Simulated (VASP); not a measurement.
Set up this calculation in VASP 6.6.1, as the native input.

* Task: single point
* Functional: PBEsol
* Potentials or basis: VASP PAW PBE potentials, release 64 (Eu, Sb)
* Cutoff: 520 eV
* k mesh: 8 × 8 × 8
* Occupations: gaussian, width 0.05 eV
* Spin: collinear spin, ferromagnetic start
* Starting moments: [7.17, 0.0] μB
* Dipole correction: no
* Further INCAR settings: ALGO = Normal; EDIFF = 1e-06; NBANDS = 22

The structure of EuSb lies in POSCAR:

```
EuSb
1.0
    0.0000000000      3.5120135477      3.5120135477
    3.5120135477      0.0000000000      3.5120135477
    3.5120135477      3.5120135477      0.0000000000
Eu Sb
1 1
Direct
    0.0000000000      0.0000000000      0.0000000000
    0.2500000000      0.2500000000      0.2500000000
```

These files were run (other wordings do the same):

INCAR

```
SYSTEM = EuSb
ALGO     = Normal         ! electronic algorithm
EDIFF    = 1E-6           ! SCF threshold, eV
ENCUT    = 520            ! plane-wave cutoff, eV
GGA      = PS             ! functional
ISIF     = 2              ! what is computed and relaxed
ISMEAR   = 0              ! smearing method
ISPIN    = 2              ! spin polarisation
LASPH    = .True.         ! aspherical terms in the spheres
LCHARG   = .True.         ! write CHGCAR
LELF     = .True.         ! ELF
LMAXMIX  = 6              ! l up to which the mixer works
LORBIT   = 11             ! projections on sites
LREAL    = .False.        ! projectors in reciprocal space
LVHAR    = .True.       
LWAVE    = .False.        ! write WAVECAR
MAGMOM   = 7.17 0         ! initial moments
NBANDS   = 22             ! bands
NELM     = 150            ! most SCF steps
PREC     = Accurate       ! precision mode
SIGMA    = 0.05           ! smearing width, eV
```

KPOINTS

```
k-points
0
Gamma
  8 8 8
  0 0 0
```

Potentials or basis: VASP PAW PBE potentials, release 64 (Eu, Sb).

Run with:

```console
$ cat potpaw_PBE.64/Eu/POTCAR potpaw_PBE.64/Sb/POTCAR > POTCAR
$ mpirun -np 1 vasp_std > vasp.out
```

It gave:

The pressure is 1.1 GPa. The band gap on the k mesh is zero (filled and empty bands overlap) and the net moment is 6.00 μB per cell. The site moments are Eu +6.36; Sb -0.25 μB and the valence electrons inside the program's atomic spheres are Eu 14.64; Sb 2.56.

Caveat: the PAW data sets were made with another functional, which shifts forces and pressure a little; spin-orbit coupling is left out, which moves the levels of the heavy elements; a cell with one magnetic atom can't hold antiferromagnetic order, which such compounds often take; semilocal functionals describe open f shells poorly, which spoils levels, moments and volumes.

Run time: 5.2 min on 1 thread of Intel Xeon 8259CL, on a shared host, peak memory 0.35 GiB.
